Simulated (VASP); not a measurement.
Wanted: the native input for a VASP 6.6.1 run.

```yaml
Task: single point
Functional: PBEsol
Potentials_or_basis: VASP PAW PBE potentials, release 64 (W_sv)
Cutoff: 500 eV
k_mesh: 8 × 8 × 8
Occupations: gaussian, width 0.1 eV
Spin: no spin polarisation
Dipole_correction: no
Further_INCAR_settings: ALGO = Normal; EDIFF = 1e-06; NBANDS = 13
```

The structure of W lies in POSCAR:

```
W
1.0
   -1.3431616846      1.3431616846      2.2188642146
    1.3431616846     -1.3431616846      2.2188642146
    1.3431616846      1.3431616846     -2.2188642146
W
1
Direct
    0.0000000000      0.0000000000      0.0000000000
```

These files were run (other wordings do the same):

INCAR

```
  PREC = Accurate
  ENCUT = 500
  EDIFF = 1E-6
  ISMEAR = 0
  SIGMA = 0.1
  LREAL = False
  LASPH = True
  NELM = 120
  ALGO = Normal
  ISIF = 2
  LWAVE = False
  LCHARG = False
  GGA = PS
  NBANDS = 13
  GGA_COMPAT = False
```

KPOINTS

```
Automatic mesh
0
Gamma
  8 8 8
```

Potentials or basis: VASP PAW PBE potentials, release 64 (W_sv).

The run is started by

```sh
$ cat potpaw_PBE.64/W_sv/POTCAR > POTCAR
$ mpirun -np 1 vasp_std > vasp.out
```

Results of the run:

```json
{
  "Pressure": "0.6 GPa",
  "Band gap on the k mesh": "zero (band 7 reaches 14.96 eV, above the bottom of band 8 at 10.85 eV)"
}
```

Caveat: the k points lie up to 0.41 Å⁻¹ apart; the PAW data sets were made with another functional, which shifts forces and pressure a little; spin-orbit coupling is left out, which moves the levels of the heavy elements.

Wall time 11 s on 1 thread of Intel Xeon 8259CL (shared host), peak memory 0.14 GiB.
